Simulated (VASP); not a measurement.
# Pd (P6/mmm) in VASP: further runs

Runs on Pd. Level: PBE. Tasks: single point.

Everything below comes from runs of VASP 6.6.1. Logs are shortened: lines on timing, memory, paths and dates and some standing lists are left out, and cuts for length are marked.

## 1. The cell of the first run

The structure is hexagonal, space group P6/mmm (No. 191). The conventional cell has a = 4.504 Å, b = 4.504 Å, c = 2.680 Å, α = 90.00°, β = 90.00°, γ = 120.00°. Within 3.5 Å of Pd (site symmetry 6/mmm) lie 14 Pd at 2.68 to 2.93 Å. Pd (site symmetry -6m2) has 11 Pd at 2.60 to 2.93 Å within 3.4 Å.

This isn't the form of Pd at room conditions, which is fcc.

## 2. Single point, PBE

Input file INCAR:

```
ALGO = Normal ; EDIFF = 1E-6
ENCUT = 520 ; GGA = PE
ISIF = 2 ; ISMEAR = -1
LASPH = True ; LCHARG = False
LREAL = False ; LWAVE = False
NBANDS = 22 ; NELM = 80
PREC = Accurate ; SIGMA = 0.1
```

Input file KPOINTS:

```
k-points
0
Gamma
  11 11 15
```

Input file POSCAR:

```
Pd
1.0
    4.5043060185      0.0000000000      0.0000000000
   -2.2521530093      3.9008434385      0.0000000000
    0.0000000000      0.0000000000      2.6801566923
Pd
3
Direct
    0.0000000000      0.0000000000      0.0000000000
    0.3333333333      0.6666666667      0.5000000000
    0.6666666667      0.3333333333      0.5000000000
```

Potentials or basis: VASP PAW PBE potentials, release 64 (Pd).

Command:

```
cat potpaw_PBE.64/Pd/POTCAR > POTCAR
mpirun -np 1 vasp_std > vasp.out
```

OUTCAR:

```text
EDIFF = 1E-6
   ENCUT = 520
   GGA = PE
   ISIF = 2
   ISMEAR = -1
   LASPH = True
   LREAL = False
   NELM = 80
   PREC = Accurate

 ion  position               nearest neighbor table
   1  0.000  0.000  0.000-   2 2.93   3 2.93   2 2.93   3 2.93   3 2.93   3 2.93   2 2.93   2 2.93
                             3 2.93   3 2.93   2 2.93   2 2.93
   2  0.333  0.667  0.500-   3 2.60   3 2.60   3 2.60   1 2.93   1 2.93   1 2.93   1 2.93   1 2.93
                             1 2.93
   3  0.667  0.333  0.500-   2 2.60   2 2.60   2 2.60   1 2.93   1 2.93   1 2.93   1 2.93   1 2.93
                             1 2.93

  LATTYP: Found a hexagonal cell.
 ALAT       =     4.5043060185
 C/A-ratio  =     0.5950210046

  Lattice vectors:

 A1 = (   4.5043060185,   0.0000000000,   0.0000000000)
 A2 = (  -2.2521530093,   3.9008434385,   0.0000000000)
 A3 = (   0.0000000000,   0.0000000000,   2.6801566923)

Analysis of symmetry for initial positions (statically):
=====================================================================
 Subroutine PRICEL returns:
 Original cell was already a primitive cell.

 Routine SETGRP: Setting up the symmetry group for a
 hexagonal supercell.

 Subroutine GETGRP returns: Found 24 space group operations
 (whereof 24 operations were pure point group operations)
 out of a pool of 24 trial point group operations.

The static configuration has the point symmetry D_6h.

Analysis of symmetry for dynamics (positions and initial velocities):
=====================================================================
 Subroutine PRICEL returns:
 Original cell was already a primitive cell.

 Routine SETGRP: Setting up the symmetry group for a
 hexagonal supercell.

 Subroutine GETGRP returns: Found 24 space group operations
 (whereof 24 operations were pure point group operations)
 out of a pool of 24 trial point group operations.

The dynamic configuration has the point symmetry D_6h.

 Subroutine INISYM returns: Found 24 space group operations
 (whereof 24 operations are pure point group operations),
 and found     1 'primitive' translations

----------------------------------------------------------------------------------------

                                     Primitive cell

  volume of cell :      47.0919

  direct lattice vectors                    reciprocal lattice vectors
     4.504306019  0.000000000  0.000000000     0.222009783  0.128177408  0.000000000
    -2.252153009  3.900843438  0.000000000     0.000000000  0.256354816  0.000000000
     0.000000000  0.000000000  2.680156692     0.000000000  0.000000000  0.373112513

  length of vectors
     4.504306019  4.504306019  2.680156692     0.256354816  0.256354816  0.373112513

  position of ions in fractional coordinates (direct lattice)
     0.000000000  0.000000000  0.000000000
     0.333333333  0.666666667  0.500000000
     0.666666667  0.333333333  0.500000000

  ion indices of the primitive-cell ions
   primitive index   ion index
                 1           1
                 2           2
                 3           3

----------------------------------------------------------------------------------------

 KPOINTS: k-points

Automatic generation of k-mesh.
 Grid dimensions read from file:
 generate k-points for:   11   11   15

 Generating k-lattice:

  Cartesian coordinates                     Fractional coordinates (reciprocal lattice)
     0.020182708  0.011652492  0.000000000     0.090909091 -0.000000000  0.000000000
     0.000000000  0.023304983  0.000000000     0.000000000  0.090909091  0.000000000
     0.000000000  0.000000000  0.024874168     0.000000000  0.000000000  0.066666667

  Length of vectors
     0.023304983  0.023304983  0.024874168

  Shift w.r.t. Gamma in fractional coordinates (k-lattice)
     0.000000000  0.000000000  0.000000000

 Subroutine IBZKPT returns following result:
 ===========================================

 Found    128 irreducible k-points:

 Following reciprocal coordinates:
            Coordinates               Weight
  0.000000  0.000000  0.000000      1.000000
  0.090909  0.000000  0.000000      6.000000
  0.181818 -0.000000  0.000000      6.000000
  0.272727 -0.000000  0.000000      6.000000
  0.363636 -0.000000  0.000000      6.000000
  0.454545  0.000000  0.000000      6.000000
[... 16 lines left out ...]
  0.090909  0.090909  0.066667     12.000000
  0.181818  0.090909  0.066667     24.000000
 [... further k-points ...]
   k-points           NKPTS =    128   k-points in BZ     NKDIM =    128   number of bands    NBANDS=     22
   number of dos      NEDOS =    301   number of ions     NIONS =      3
   total plane-waves  NPLWV =  25920
   dimension x,y,z NGX =    36 NGY =   36 NGZ =   20
   dimension x,y,z NGXF=    72 NGYF=   72 NGZF=   40
   ions per type =               3
   NGX,Y,Z   is equivalent  to a cutoff of  13.29, 13.29, 12.41 a.u.
   NGXF,Y,Z  is equivalent  to a cutoff of  26.57, 26.57, 24.81 a.u.
 SYSTEM =  unknown system
   PREC   = accura    normal or accurate (medium, high low for compatibility)
   ISTART =      0    job   : 0-new  1-cont  2-samecut
   ICHARG =      2    charge: 1-file 2-atom 10-const
   ISPIN  =      1    spin polarized calculation?
   LNONCOLLINEAR =      F non collinear calculations
   LSORBIT =      F    spin-orbit coupling
   LASPH  =      T    aspherical Exc in radial PAW
   ENCUT  =  520.0 eV  38.22 Ry    6.18 a.u.   8.38  8.38  4.98*2*pi/ulx,y,z
   NELM   =     80;   NELMIN=  2; NELMDL= -5     # of ELM steps
   EDIFF  = 0.1E-05   stopping-criterion for ELM
   LREAL  =      F    real-space projection
   EDIFFG = 0.1E-04   stopping-criterion for IOM
   NSW    =      0    number of steps for IOM
   IBRION =     -1    ionic relax: 0-MD 1-quasi-New 2-CG
   NFREE  =      0    steps in history (QN), initial steepest desc. (CG)
   ISIF   =      2    stress and relaxation
   ISYM   =      2    0-nonsym 1-usesym 2-fastsym
   POTIM  = 0.5000    time-step for ionic-motion
   TEBEG  =    0.0;   TEEND  =   0.0 temperature during run
   PSTRESS=    0.0 pullay stress
   NELECT =      30.0000    total number of electrons
   NUPDOWN=      -1.0000    fix difference up-down
   EMIN   =  10.00;   EMAX   =-10.00  energy-range for DOS
   EFERMI =   0.00;   METHOD = LEGACY
   ISMEAR =    -1;   SIGMA  =   0.10  broadening in eV -4-tet -1-fermi 0-gaus
   EFERMI_NEDOS =   21; number of points for ismear=-14 and -15
   IALGO  =     38    algorithm
   IMIX   =      4    mixing-type and parameters
     AMIX     =   0.40;   BMIX     =  1.00
     AMIX_MAG =   1.60;   BMIX_MAG =  1.00
  volume/ion in A,a.u.               =      15.70       105.93
  Fermi-wavevector in a.u.,A,eV,Ry     =   1.408639  2.661942 26.997550  1.984264
  Thomas-Fermi vector in A             =   2.530776
   LORBIT       =      0    0 simple, 1 ext, 2 COOP (PROOUT), +10 PAW based schemes
   GGA     = PE    functional components
   LHFCALC =     F    Hartree Fock is set to
   AEXX    =    0.0000 exact exchange contribution
   IVDW    =     0    specifies the selected vdW correction
   LEPSILON=     F    determine dielectric tensor
   LRPA    =     F    only Hartree local field effects (RPA)
 non-spin polarized calculation
  energy-cutoff  :      520.00
  volume of cell :       47.09
 maximum number of plane-waves:      1294
 NGX is ok and might be reduce to    36
   NGX = 17   NGY = 17   NGZ =  9

 number of electron      29.9999986 magnetization

 Free energy of the ion-electron system (eV)
  ---------------------------------------------------
  ext. energy  EPLUGINS =         0.00000000
  ---------------------------------------------------
  free energy    TOTEN  =       -15.43273352 eV

  energy without entropy =      -15.24804865  energy(sigma->0) =      -15.34039108

 E-fermi :   8.8034     XC(G=0): -12.7865

 val. band max:        8.8034387092   @ k =   0.3636  -0.0000   0.2000
 cond. band min:       8.8046012004   @ k =   0.4545   0.0000   0.0000
 fundamental gap:      0.0011624911
 Fermi energy:         8.8034460345

 k-point     1 :       0.0000    0.0000    0.0000
  band No.  band energies     occupation
      1       2.1130      2.00000
      2       4.0200      2.00000
      3       5.4264      2.00000
      4       5.7981      2.00000
      5       5.7981      2.00000
      6       5.8055      2.00000
[... 14 lines left out ...]
     21      16.6727      0.00000
     22      16.9734      0.00000

 k-point     2 :       0.0909    0.0000    0.0000
  band No.  band energies     occupation
      1       2.2121      2.00000
      2       4.0503      2.00000
      3       5.3121      2.00000
      4       5.4461      2.00000
      5       5.5255      2.00000
      6       5.7851      2.00000
[... 14 lines left out ...]
     21      17.4282      0.00000
     22      18.1344      0.00000

 k-point     3 :       0.1818   -0.0000    0.0000
  band No.  band energies     occupation
      1       2.5008      2.00000
      2       4.1309      2.00000
      3       4.8987      2.00000
      4       5.2817      2.00000
      5       5.3330      2.00000
      6       5.7235      2.00000
[... 14 lines left out ...]
     21      18.8304      0.00000
     22      19.9553      0.00000

 k-point     4 :       0.2727   -0.0000    0.0000
  band No.  band energies     occupation
      1       2.9493      2.00000
      2       4.1899      2.00000
      3       4.5769      2.00000
      4       5.1195      2.00000
      5       5.2357      2.00000
      6       5.6114      2.00000
[... 14 lines left out ...]
     21      20.2513      0.00000
     22      21.7070      0.00000

 k-point     5 :       0.3636   -0.0000    0.0000
  band No.  band energies     occupation
      1       3.4914      2.00000
      2       4.0574      2.00000
      3       4.5745      2.00000
      4       4.9583      2.00000
      5       5.2117      2.00000
      6       5.4431      2.00000
[... 417 lines left out ...]
 k-point    22 :       0.4545    0.0000    0.0667
  band No.  band energies     occupation
      1       3.9182      2.00000
      2       4.2154      2.00000
      3       4.6144      2.00000
      4       5.0186      2.00000
      5       5.2181      2.00000
      6       5.2545      2.00000
[... 14 lines left out ...]
     21      23.0765      0.00000
     22      24.2963      0.00000

 k-point    23 :       0.0909    0.0909    0.0667
  band No.  band energies     occupation
      1       2.5144      2.00000
      2       4.2098      2.00000
      3       5.1076      2.00000
      4       5.1562      2.00000
      5       5.5009      2.00000
      6       5.8506      2.00000
[... 14 lines left out ...]
     21      19.2169      0.00000
     22      19.3041      0.00000

 k-point    24 :       0.1818    0.0909    0.0667
  band No.  band energies     occupation
      1       2.8785      2.00000
      2       4.2951      2.00000
      3       4.7424      2.00000
      4       4.9923      2.00000
      5       5.3978      2.00000
      6       5.7968      2.00000
[... 14 lines left out ...]
     21      20.4865      0.00000
     22      21.0800      0.00000

 [... further k-points ...]

------------------------ aborting loop because EDIFF is reached ----------------------------------------

  FORCE on cell =-STRESS in cart. coord.  units (eV):
  Direction    XX          YY          ZZ          XY          YZ          ZX
  --------------------------------------------------------------------------------------
  -------------------------------------------------------------------------------------
  Total       -0.1015207     -0.1015207     -0.0453120      0.0000000     -0.0000000     -0.0000000
  in kB       -3.4539715     -3.4539715     -1.5416200      0.0000000     -0.0000000     -0.0000000
  external PRESSURE =      -2.8165210 kB  Pullay stress =       0.0000000 kB

 VOLUME and BASIS-vectors are now :
 -----------------------------------------------------------------------------
  energy-cutoff  :      520.00
  volume of cell :       47.09
      direct lattice vectors                 reciprocal lattice vectors
     4.504306019  0.000000000  0.000000000     0.222009783  0.128177408  0.000000000
    -2.252153009  3.900843438  0.000000000     0.000000000  0.256354816  0.000000000
     0.000000000  0.000000000  2.680156692     0.000000000  0.000000000  0.373112513

 POSITION                                       TOTAL-FORCE (eV/Angst)
 -----------------------------------------------------------------------------------
      0.00000      0.00000      0.00000        -0.000000      0.000000     -0.000000
     -0.00000      2.60056      1.34008         0.000000      0.000000      0.000000
      2.25215      1.30028      1.34008         0.000000      0.000000     -0.000000
 -----------------------------------------------------------------------------------
    total drift:                                0.000000      0.000000     -0.000000

  FREE ENERGIE OF THE ION-ELECTRON SYSTEM (eV)
  ---------------------------------------------------
  free  energy   TOTEN  =       -15.4327335217 eV

  energy  without entropy=      -15.2480486469  energy(sigma->0) =      -15.34039108
```

Run time: 2.4 min. Hardware: 1 thread of Intel Xeon 8259CL, shared host; peak memory 0.24 GiB.

Results:

```yaml
Free_energy: -15.4327 eV
Pressure: -0.3 GPa
Band_gap_on_the_k_mesh: zero (bands 15 and 16 overlap by 0.83 eV)
```

Levels at points of the mesh, in eV from the Fermi level:
| k point | band 11 | band 12 | band 13 | band 14 | band 15 | band 16 | band 17 | band 18 | band 19 | band 20 |
| --- | --- | --- | --- | --- | --- | --- | --- | --- | --- | --- |
| (0.00, 0.00, 0.00) | -1.48 | -1.48 | -1.36 | -1.36 | 0.10 | 0.10 | 7.25 | 7.25 | 7.27 | 7.27 |

## 3. Single point, PBE (15.70 Å³/atom)

Input file INCAR:

```
SYSTEM = Pd
  PREC = Accurate
  ENCUT = 520
  EDIFF = 1E-7
  ISMEAR = -1
  SIGMA = 0.1
  LREAL = .False.
  LASPH = .True.
  NELM = 100
  ALGO = Normal
  ISIF = 2
  LWAVE = .False.
  LCHARG = .False.
  GGA = PE
  NBANDS = 22
```

Input file KPOINTS:

```
regular mesh
0
Gamma
  11 11 15
  0 0 0
```

POSCAR is that of step 2.

Potentials or basis: VASP PAW PBE potentials, release 64 (Pd).

Command:

```
cat potpaw_PBE.64/Pd/POTCAR > POTCAR
mpirun -np 1 vasp_std > vasp.out
```

It took 2.5 min on 1 thread of Intel Xeon 8259CL, shared host; peak memory 0.24 GiB.

Results (log left out):

```yaml
Free_energy: -15.4327 eV
Pressure: -0.3 GPa
Band_gap_on_the_k_mesh: zero (bands 15 and 16 overlap by 0.83 eV)
```

Stress tensor (GPa, compression positive):
```
-0.35  0.00  0.00
 0.00 -0.35  0.00
 0.00  0.00 -0.15
```

Levels at points of the mesh, in eV from the Fermi level:
| k point | band 13 | band 14 | band 15 | band 16 | band 17 | band 18 |
| --- | --- | --- | --- | --- | --- | --- |
| (0.00, 0.00, 0.00) | -1.36 | -1.36 | 0.10 | 0.10 | 7.25 | 7.25 |

## 4. Single point, PBE (16.33 Å³/atom)

This run uses another cell than the first one, of 16.33 Å³/atom.

Input file INCAR:

```
SYSTEM = Pd
  PREC = Accurate
  ENCUT = 520
  EDIFF = 1E-6
  ISMEAR = -1
  SIGMA = 0.1
  LREAL = .FALSE.
  LASPH = .TRUE.
  NELM = 80
  ALGO = Normal
  ISIF = 2
  LWAVE = .FALSE.
  LCHARG = .FALSE.
  GGA = PE
  NBANDS = 22
```

Input file KPOINTS:

```
Automatic mesh
0
G
  11 11 15
  0 0 0
```

Input file POSCAR:

```
Pd
1.0
    4.5635800004      0.0000000000      0.0000000000
   -2.2817900002      3.9521762125      0.0000000000
    0.0000000000      0.0000000000      2.7154259566
Pd
3
Direct
    0.0000000000      0.0000000000      0.0000000000
    0.3333333333      0.6666666667      0.5000000000
    0.6666666667      0.3333333333      0.5000000000
```

Command:

```
cat potpaw_PBE.64/Pd/POTCAR > POTCAR
mpirun -np 1 vasp_std > vasp.out
```

Run time: 2.3 min. Hardware: 1 thread of Intel Xeon 8259CL, shared host; peak memory 0.24 GiB.

It converged, with:

| Item | Value |
| --- | --- |
| Free energy | -15.3966 eV |
| Pressure | -5.8 GPa |
| Band gap on the k mesh | zero (bands 15 and 16 overlap by 0.78 eV) |

Stress tensor (GPa, compression positive):
```
-5.85  0.00  0.00
 0.00 -5.85  0.00
 0.00  0.00 -5.65
```

Levels at points of the mesh, in eV from the Fermi level:
```csv
k point,band 12,band 13,band 14,band 15,band 16,band 17,band 18,band 19
"(0.00, 0.00, 0.00)",-1.40,-1.27,-1.27,0.08,0.08,7.07,7.07,7.08
```

Caveat: the cell stands under tension.

[end of part 1 of 2]
